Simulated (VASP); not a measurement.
# MgPb2Se3 in VASP: further runs, part 2 of 2

VASP 6.6.1. The steps go on from the part before.

### Step 4. Single point, PBEsol

Contents of INCAR:

```
SYSTEM = MgPb2Se3
ALGO = Normal ; EDIFF = 1E-6
ENCUT = 520 ; GGA = PS
ISIF = 2 ; ISMEAR = -1
LASPH = .True. ; LCHARG = .False.
LREAL = .False. ; LWAVE = .False.
NBANDS = 33 ; NELM = 60
PREC = Accurate ; SIGMA = 0.05
```

Contents of KPOINTS:

```
k-points
0
Gamma
  6 6 2
  0 0 0
```

Contents of POSCAR:

```
MgPb2Se3
1.0
    4.1565994145     -0.0000044959      0.0000028145
   -2.0783038034      3.5996587536      0.0000267162
    0.0000176914      0.0000868970     10.3148075936
Mg Pb Se
1 2 3
Direct
    0.0011488047     -0.0011563213     -0.0018540957
    0.3344523090      0.6654858326      0.6754470263
    0.6678124569      0.3321997190      0.3208388827
    0.3345321333      0.6655229106      0.1375504912
    0.6678782303      0.3321685748      0.8586596012
    0.0012162581     -0.0011455386      0.4981199457
```

Potentials or basis: VASP PAW PBE potentials, release 64 (Mg, Pb_d, Se).

The run is started by

```
> cat potpaw_PBE.64/Mg/POTCAR potpaw_PBE.64/Pb_d/POTCAR potpaw_PBE.64/Se/POTCAR > POTCAR
> mpirun -np 1 vasp_std > vasp.out
```

OUTCAR:

```text
SYSTEM = MgPb2Se3
   EDIFF = 1E-6
   ENCUT = 520
   GGA = PS
   ISIF = 2
   ISMEAR = -1
   LASPH = .True.
   LREAL = .False.
   NELM = 60
   PREC = Accurate

 ion  position               nearest neighbor table
   1  0.001  0.999  0.998-   4 2.80   4 2.80   4 2.80   5 2.80   5 2.80   5 2.80
   2  0.334  0.665  0.675-   6 3.02   6 3.02   6 3.02   5 3.05   5 3.05   5 3.05
   3  0.668  0.332  0.321-   6 3.02   6 3.02   6 3.02   4 3.05   4 3.06   4 3.06
   4  0.335  0.666  0.138-   1 2.80   1 2.80   1 2.80   3 3.05   3 3.06   3 3.06
   5  0.668  0.332  0.859-   1 2.80   1 2.80   1 2.80   2 3.05   2 3.05   2 3.05
   6  0.001  0.999  0.498-   3 3.02   3 3.02   2 3.02   2 3.02   3 3.02   2 3.02

  LATTYP: Found a simple monoclinic cell.
 ALAT       =     4.1565994145
 B/A-ratio  =     2.4815495951
 C/A-ratio  =     1.7320447519
 COS(beta)  =    -0.8660295414

  Lattice vectors:

 A1 = (  -4.1565994145,   0.0000044959,  -0.0000028145)
 A2 = (  -0.0000176914,  -0.0000868970, -10.3148075936)
 A3 = (   6.2349032179,  -3.5996632495,  -0.0000239017)

Analysis of symmetry for initial positions (statically):
=====================================================================
 Subroutine PRICEL returns:
 Original cell was already a primitive cell.

 Routine SETGRP: Setting up the symmetry group for a
 simple monoclinic supercell.

 Subroutine GETGRP returns: Found  1 space group operations
 (whereof  1 operations were pure point group operations)
 out of a pool of  4 trial point group operations.

The static configuration has the point symmetry C_1 .

Analysis of symmetry for dynamics (positions and initial velocities):
=====================================================================
 Subroutine PRICEL returns:
 Original cell was already a primitive cell.

 Routine SETGRP: Setting up the symmetry group for a
 simple monoclinic supercell.

 Subroutine GETGRP returns: Found  1 space group operations
 (whereof  1 operations were pure point group operations)
 out of a pool of  4 trial point group operations.

The dynamic configuration has the point symmetry C_1 .

 Subroutine INISYM returns: Found  1 space group operations
 (whereof  1 operations are pure point group operations),
 and found     1 'primitive' translations

----------------------------------------------------------------------------------------

                                     Primitive cell

  volume of cell :     154.3336

  direct lattice vectors                    reciprocal lattice vectors
     4.156599414 -0.000004496  0.000002814     0.240581428  0.138902416 -0.000001583
    -2.078303803  3.599658754  0.000026716     0.000000300  0.277804285 -0.000002340
     0.000017691  0.000086897 10.314807594    -0.000000066 -0.000000757  0.096948003

  length of vectors
     4.156599415  4.156547828 10.314807594     0.277800837  0.277804285  0.096948003

  position of ions in fractional coordinates (direct lattice)
     0.001148805  0.998843679  0.998145904
     0.334452309  0.665485833  0.675447026
     0.667812457  0.332199719  0.320838883
     0.334532133  0.665522911  0.137550491
     0.667878230  0.332168575  0.858659601
     0.001216258  0.998854461  0.498119946

[... 23 lines left out ...]

  Length of vectors
     0.046300139  0.046300714  0.048474002

  Shift w.r.t. Gamma in fractional coordinates (k-lattice)
     0.000000000  0.000000000  0.000000000

 Subroutine IBZKPT returns following result:
 ===========================================

 Found     40 irreducible k-points:

 Following reciprocal coordinates:
            Coordinates               Weight
  0.000000  0.000000  0.000000      1.000000
  0.166667 -0.000000  0.000000      2.000000
  0.166667 -0.166667  0.000000      2.000000
  0.333333 -0.000000  0.000000      2.000000
  0.333333 -0.333333  0.000000      2.000000
  0.500000 -0.000000 -0.000000      1.000000
[... 16 lines left out ...]
  0.166667 -0.166667  0.500000      2.000000
  0.333333  0.000000  0.500000      2.000000
 [... further k-points ...]
   k-points           NKPTS =     40   k-points in BZ     NKDIM =     40   number of bands    NBANDS=     33
   number of dos      NEDOS =    301   number of ions     NIONS =      6
   total plane-waves  NPLWV =  81920
   dimension x,y,z NGX =    32 NGY =   32 NGZ =   80
   dimension x,y,z NGXF=    64 NGYF=   64 NGZF=  160
   ions per type =               1   2   3
   NGX,Y,Z   is equivalent  to a cutoff of  12.80, 12.80, 12.89 a.u.
   NGXF,Y,Z  is equivalent  to a cutoff of  25.60, 25.60, 25.79 a.u.
 SYSTEM =  MgPb2Se3
   PREC   = accura    normal or accurate (medium, high low for compatibility)
   ISTART =      0    job   : 0-new  1-cont  2-samecut
   ICHARG =      2    charge: 1-file 2-atom 10-const
   ISPIN  =      1    spin polarized calculation?
   LNONCOLLINEAR =      F non collinear calculations
   LSORBIT =      F    spin-orbit coupling
   LASPH  =      T    aspherical Exc in radial PAW
   ENCUT  =  520.0 eV  38.22 Ry    6.18 a.u.   7.73  7.73 19.18*2*pi/ulx,y,z
   NELM   =     60;   NELMIN=  2; NELMDL= -5     # of ELM steps
   EDIFF  = 0.1E-05   stopping-criterion for ELM
   LREAL  =      F    real-space projection
[... 7 lines left out ...]
   TEBEG  =    0.0;   TEEND  =   0.0 temperature during run
   PSTRESS=    0.0 pullay stress
   NELECT =      48.0000    total number of electrons
   NUPDOWN=      -1.0000    fix difference up-down
   EMIN   =  10.00;   EMAX   =-10.00  energy-range for DOS
   EFERMI =   0.00;   METHOD = LEGACY
   ISMEAR =    -1;   SIGMA  =   0.05  broadening in eV -4-tet -1-fermi 0-gaus
   EFERMI_NEDOS =   21; number of points for ismear=-14 and -15
   IALGO  =     38    algorithm
   IMIX   =      4    mixing-type and parameters
     AMIX     =   0.40;   BMIX     =  1.00
     AMIX_MAG =   1.60;   BMIX_MAG =  1.00
  volume/ion in A,a.u.               =      25.72       173.58
  Fermi-wavevector in a.u.,A,eV,Ry     =   1.109179  2.096045 16.738961  1.230279
  Thomas-Fermi vector in A             =   2.245716
   LORBIT       =      0    0 simple, 1 ext, 2 COOP (PROOUT), +10 PAW based schemes
   GGA     = PS    functional components
   LHFCALC =     F    Hartree Fock is set to
   AEXX    =    0.0000 exact exchange contribution
   IVDW    =     0    specifies the selected vdW correction
   LEPSILON=     F    determine dielectric tensor
   LRPA    =     F    only Hartree local field effects (RPA)
 non-spin polarized calculation
  energy-cutoff  :      520.00
  volume of cell :      154.33
 maximum number of plane-waves:      4202
   NGX = 15   NGY = 15   NGZ = 39

 number of electron      47.9999999 magnetization

 Free energy of the ion-electron system (eV)
  ---------------------------------------------------
  ext. energy  EPLUGINS =         0.00000000
  ---------------------------------------------------
  free energy    TOTEN  =       -25.71986910 eV

  energy without entropy =      -25.71888739  energy(sigma->0) =      -25.71937825

 E-fermi :   5.2038     XC(G=0):  -9.7298

 val. band max:        5.0857495205   @ k =   0.0000   0.0000   0.0000
 cond. band min:       5.3830736037   @ k =  -0.0000   0.5000   0.5000
 fundamental gap:      0.2973240832
 Fermi energy:         5.2037772646

 k-point     1 :       0.0000    0.0000    0.0000
  band No.  band energies     occupation
      1     -12.0740      2.00000
      2     -12.0740      2.00000
      3     -12.0638      2.00000
      4     -12.0638      2.00000
      5     -12.0473      2.00000
      6     -12.0423      2.00000
[... 853 lines left out ...]
     32      10.1568      0.00000
     33      10.5519      0.00000

 [... further k-points ...]

------------------------ aborting loop because EDIFF is reached ----------------------------------------

  FORCE on cell =-STRESS in cart. coord.  units (eV):
  Direction    XX          YY          ZZ          XY          YZ          ZX
  --------------------------------------------------------------------------------------
  -------------------------------------------------------------------------------------
  Total       -0.0290751     -0.0280711     -0.0223889      0.0003568     -0.0002511     -0.0004015
  in kB       -0.3018360     -0.2914135     -0.2324248      0.0037042     -0.0026071     -0.0041678
  external PRESSURE =      -0.2752247 kB  Pullay stress =       0.0000000 kB

 VOLUME and BASIS-vectors are now :
 -----------------------------------------------------------------------------
  energy-cutoff  :      520.00
  volume of cell :      154.33
      direct lattice vectors                 reciprocal lattice vectors
     4.156599414 -0.000004496  0.000002814     0.240581428  0.138902416 -0.000001583
    -2.078303803  3.599658754  0.000026716     0.000000300  0.277804285 -0.000002340
     0.000017691  0.000086897 10.314807594    -0.000000066 -0.000000757  0.096948003

 POSITION                                       TOTAL-FORCE (eV/Angst)
 -----------------------------------------------------------------------------------
     -2.07111      3.59558     10.29571         0.000310      0.000005     -0.000356
      0.00711      2.39558      6.96712         0.000467      0.000180      0.000791
      2.08542      1.19583      3.30940         0.000283     -0.000105     -0.001259
      0.00736      2.39567      1.41883        -0.000101     -0.000040     -0.009009
      2.08577      1.19577      8.85692        -0.000445      0.000106      0.009871
     -2.07086      3.59558      5.13804        -0.000514     -0.000146     -0.000039
 -----------------------------------------------------------------------------------
    total drift:                                0.000035     -0.000026      0.000408

  FREE ENERGIE OF THE ION-ELECTRON SYSTEM (eV)
  ---------------------------------------------------
  free  energy   TOTEN  =       -25.7198690988 eV

  energy  without entropy=      -25.7188873914  energy(sigma->0) =      -25.71937825
```

Run time: 83 s. Hardware: 1 thread of Intel Xeon 6975P-C (Granite Rapids), shared host; peak memory 0.38 GiB.

Results:

- Free energy: -25.7199 eV
- Pressure: 0.0 GPa
- Largest force: 0.010 eV/Å
- Band gap on the k mesh: 0.30 eV, indirect (least direct gap 0.43 eV)

Forces on the atoms (eV/Å):
```
Mg   0.000  0.000  0.000
Pb   0.000  0.000  0.001
Pb   0.000  0.000 -0.001
Se   0.000  0.000 -0.009
Se   0.000  0.000  0.010
Se  -0.001  0.000  0.000
```

Levels at points of the mesh, in eV from the valence-band top:
| k point | band 22 | band 23 | band 24 | band 25 | band 26 | band 27 |
| --- | --- | --- | --- | --- | --- | --- |
| (0.00, 0.00, 0.00) | -1.55 | -1.55 | 0.00 | 0.43 | 2.05 | 2.22 |
| (0.50, 0.00, 0.00) | -2.34 | -2.27 | -1.20 | 0.80 | 1.53 | 2.36 |
| (0.50, 0.50, 0.00) | -2.34 | -2.27 | -1.20 | 0.80 | 1.53 | 2.36 |
| (0.00, 0.50, 0.00) | -2.34 | -2.27 | -1.20 | 0.80 | 1.53 | 2.36 |
| (0.00, 0.00, 0.50) | -1.63 | -1.16 | -1.12 | 0.96 | 2.00 | 2.07 |
| (0.50, 0.00, 0.50) | -2.26 | -1.73 | -1.73 | 0.30 | 1.86 | 1.99 |
| (0.50, 0.50, 0.50) | -2.26 | -1.73 | -1.73 | 0.30 | 1.86 | 1.99 |
| (0.00, 0.50, 0.50) | -2.26 | -1.73 | -1.73 | 0.30 | 1.86 | 1.99 |

Caveat: the PAW data sets were made with another functional, which shifts forces and pressure a little; spin-orbit coupling is left out, which moves the levels of the heavy elements. A k mesh can miss the band edges.

### Step 5. Relaxation of cell and atoms, PBEsol

This run uses another cell than the first one, of 29.71 Å³/atom, 1.155 times its volume.

Contents of INCAR:

```
PREC     = Accurate       # precision mode
ENCUT    = 600            # plane-wave cutoff, eV
EDIFF    = 1E-7           # SCF threshold, eV
ISMEAR   = -1             # smearing method
SIGMA    = 0.03           # smearing width, eV
LREAL    = F              # projectors in reciprocal space
LASPH    = T              # aspherical terms in the spheres
NELM     = 60             # most SCF steps
ALGO     = Normal         # electronic algorithm
ISIF     = 3              # what is computed and relaxed
LWAVE    = F              # write WAVECAR
LCHARG   = F              # write CHGCAR
GGA      = PS             # functional
IBRION   = 2              # ionic algorithm
NSW      = 100            # ionic steps
EDIFFG   = -0.01          # ionic threshold
```

Contents of KPOINTS:

```
regular mesh
0
Gamma
  6 6 2
```

Contents of POSCAR:

```
MgPb2Se3
1.0
    4.3813339400      0.0000000000      0.0000000000
   -2.1906669700      3.7943465000      0.0000000000
    0.0000000000      0.0000000000     10.7244896500
Mg Pb Se
1 2 3
Direct
    0.0000000000      0.0000000000      0.0000000000
    0.3333333300      0.6666666700      0.6559942900
    0.6666666700      0.3333333300      0.3440057100
    0.3333333300      0.6666666700      0.1659022100
    0.6666666700      0.3333333300      0.8340977900
    0.0000000000      0.0000000000      0.5000000000
```

The run is started by

```
> cat potpaw_PBE.64/Mg/POTCAR potpaw_PBE.64/Pb_d/POTCAR potpaw_PBE.64/Se/POTCAR > POTCAR
> mpirun -np 1 vasp_std > vasp.out
```

Run time: 6.3 min. Hardware: 1 thread of Intel Xeon 6975P-C (Granite Rapids), shared host; peak memory 0.41 GiB.

The run converged. Its results:

* Free energy: -25.7210 eV
* Relaxed volume: 25.73 Å³/atom
* Relaxed cell: a = 4.157 Å, b = 4.157 Å, c = 10.313 Å, α = 90.00°, β = 90.00°, γ = 120.00°
* Space group after relaxing (to 0.05 Å): P-3m1 (No. 164)
* Energy gained by relaxing: 138.3 meV/atom
* Ionic steps: 12
* Pressure after relaxing: 0.0 GPa
* Largest force after relaxing: 0.004 eV/Å
* Band gap on the k mesh: 0.29 eV, indirect (least direct gap 0.43 eV)

Forces in eV/Å, atoms in the order of the input:
```
Mg   0.000  0.000  0.000
Pb   0.000  0.000 -0.004
Pb   0.000  0.000  0.004
Se   0.000  0.000  0.002
Se   0.000  0.000 -0.002
Se   0.000  0.000  0.000
```

Step by step:
```csv
step,energy change (eV),largest force (eV/Å),pressure (GPa),volume (Å³)
1,0.0000,0.7648,-5.02,178.29
2,-0.4459,0.9100,0.96,155.33
3,-0.4460,0.9058,0.86,155.58
4,-0.5897,0.7855,0.79,154.72
5,-0.7972,0.3441,1.01,152.14
6,-0.7987,0.2950,1.07,151.90
7,-0.8130,0.0619,-1.25,157.97
8,-0.8213,0.1255,-0.42,155.65
9,-0.8292,0.0105,-0.04,154.50
10,-0.8293,0.0263,0.01,154.36
11,-0.8297,0.0119,0.00,154.35
12,-0.8298,0.0038,0.00,154.35
```

Final structure:
```
Mg Pb Se
1.0
     4.15711    0.00000    0.00000
    -2.07855    3.60016    0.00000
     0.00000    0.00000   10.31326
Mg Pb Se
1 2 3
Cartesian
  0.0000 0.0000 0.0000
  0.0000 2.4001 6.9866
  2.0786 1.2001 3.3267
  0.0000 2.4001 1.4361
  2.0786 1.2001 8.8772
  0.0000 0.0000 5.1566
```

Levels at points of the mesh, in eV from the valence-band top:
| k point | band 22 | band 23 | band 24 | band 25 | band 26 | band 27 |
| --- | --- | --- | --- | --- | --- | --- |
| (0.00, 0.00, 0.00) | -1.55 | -1.55 | 0.00 | 0.43 | 2.05 | 2.22 |
| (0.50, 0.00, 0.00) | -2.35 | -2.27 | -1.20 | 0.80 | 1.52 | 2.36 |
| (0.00, 0.00, 0.50) | -1.63 | -1.16 | -1.12 | 0.96 | 2.00 | 2.07 |
| (0.50, 0.00, 0.50) | -2.26 | -1.73 | -1.73 | 0.29 | 1.85 | 1.99 |

Caveat: the PAW data sets were made with another functional, which shifts forces and pressure a little; spin-orbit coupling is left out, which moves the levels of the heavy elements. A k mesh can miss the band edges.

### Step 6. Overview

| task | level | cell | cutoff (eV) | smearing | gap on the mesh (eV) | pressure (GPa) | largest force (eV/Å) |
| --- | --- | --- | --- | --- | --- | --- | --- |
| single point | PBEsol | a = 4.156, b = 4.156, c = 10.319 Å, angles 90.0, 90.0, 120.0°, 6 atoms | 520 | fermi-dirac 0.03 eV | 0.30 | 0.0 | 0.02 |
| single point | r2SCAN+rVV10 | a = 4.167, b = 4.167, c = 10.404 Å, angles 90.0, 90.0, 120.0°, 6 atoms | 520 | fermi-dirac 0.03 eV | 0.64 | 0.1 | 0.03 |
| single point | PBEsol | a = 4.157, b = 4.157, c = 10.315 Å, angles 90.0, 90.0, 120.0°, 6 atoms | 520 | fermi-dirac 0.05 eV | 0.30 | 0.0 | 0.01 |
| relaxation of cell and atoms | PBEsol | relaxed from a = 4.381, b = 4.381, c = 10.724 Å, angles 90.0, 90.0, 120.0°, 6 atoms | 600 | fermi-dirac 0.03 eV | 0.29 | 0.0 | - |

Alike in all rows: potentials or basis VASP PAW PBE potentials, release 64 (Mg, Pb_d, Se); no spin polarisation; k mesh 6 × 6 × 2.

Caveats: the PAW data sets were made with another functional, which shifts forces and pressure a little; spin-orbit coupling is left out, which moves the levels of the heavy elements.

Total energies depend on the potentials used, so only differences within one code and one set of settings carry meaning.
